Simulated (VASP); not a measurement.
Write the native input for VASP 6.6.1 that does the following.

* Task: single point
* Functional: PBE
* Potentials or basis: VASP PAW PBE potentials, release 64 (K_sv, Zr_sv, S)
* Cutoff: 520 eV
* k mesh: 3 × 3 × 4
* Occupations: gaussian, width 0.1 eV
* Spin: no spin polarisation
* Dipole correction: no
* Further INCAR settings: ALGO = Normal; EDIFF = 1e-07; NBANDS = 33

The structure of K2ZrS3 lies in POSCAR:

```
K2ZrS3
1.0
    6.8618893300      0.0000000000      0.0000000000
   -3.4309446700      5.9425704800      0.0000000000
    0.0000000000      0.0000000000      3.7838069200
K Zr S
2 1 3
Direct
    0.3333333300      0.6666666700      0.0000000000
    0.6666666700      0.3333333300      0.0000000000
    0.0000000000      0.0000000000      0.0000000000
    0.5000000000      0.0000000000      0.5000000000
    0.5000000000      0.5000000000      0.5000000000
    0.0000000000      0.5000000000      0.5000000000
```

These files were run (other wordings do the same):

INCAR

```
SYSTEM = K2ZrS3
  PREC = Accurate
  ENCUT = 520
  EDIFF = 1E-7
  ISMEAR = 0
  SIGMA = 0.1
  LREAL = .FALSE.
  LASPH = .TRUE.
  NELM = 80
  ALGO = Normal
  ISIF = 2
  LWAVE = .FALSE.
  LCHARG = .FALSE.
  GGA = PE
  NBANDS = 33
```

KPOINTS

```
Automatic mesh
0
G
  3 3 4
  0 0 0
```

Potentials or basis: VASP PAW PBE potentials, release 64 (K_sv, Zr_sv, S).

The run is started by

```bash
$ cat potpaw_PBE.64/K_sv/POTCAR potpaw_PBE.64/Zr_sv/POTCAR potpaw_PBE.64/S/POTCAR > POTCAR
$ mpirun -np 1 vasp_std > vasp.out
```

Results of the run:

The pressure is 5.4 GPa and the band gap on the k mesh is zero (band 24 reaches 2.79 eV, above the bottom of band 25 at 2.68 eV).

Caveat: the k points lie up to 0.42 Å⁻¹ apart.

Wall time 54 s on 1 thread of Intel(R) Xeon(R) Platinum 8488C (Sapphire Rapids), with other jobs on the host, peak memory 0.28 GiB.
